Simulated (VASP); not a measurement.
SiO2, 24 atoms in the cell. Symmetry: Im-3m, No. 229, cubic system. The conventional cell has a = 10.047 Å, b = 10.047 Å, c = 10.047 Å, α = 90.00°, β = 90.00°, γ = 90.00°. Si (site symmetry 3m) has 4 O at 1.63 Å within 2.2 Å. O (site symmetry -3m) has 2 Si at 1.63 Å within 2.2 Å. O (site symmetry mm2) has 2 Si at 1.63 Å within 2.2 Å. 

| Item | Value |
| --- | --- |
| Program | VASP 6.6.1 |
| Task | single point |
| Functional | LDA |
| Potentials or basis | VASP PAW LDA potentials, release 64 (Si, O) |
| Cutoff | 520 eV |
| k mesh | 4 × 4 × 4 |
| Occupations | gaussian, width 0.02 eV |
| Spin | no spin polarisation |
| Dipole correction | no |
| Further INCAR settings | LREAL = Auto; ALGO = Normal; EDIFF = 1e-06; NBANDS = 82 |

Potentials or basis: VASP PAW LDA potentials, release 64 (Si, O).

Launch:

```console
$ cat potpaw_LDA.64/Si/POTCAR potpaw_LDA.64/O/POTCAR > POTCAR
$ mpirun -np 1 vasp_std > vasp.out
```

Hardware: 1 thread of Intel(R) Xeon(R) Platinum 8488C (Sapphire Rapids) (shared host).

Problem. Estimate the wall time of this run.

Solution. Run time: 13 min on 1 thread of Intel(R) Xeon(R) Platinum 8488C (Sapphire Rapids) (shared host), peak memory 0.6 GiB. Counts: scf iterations 17, k points 8.
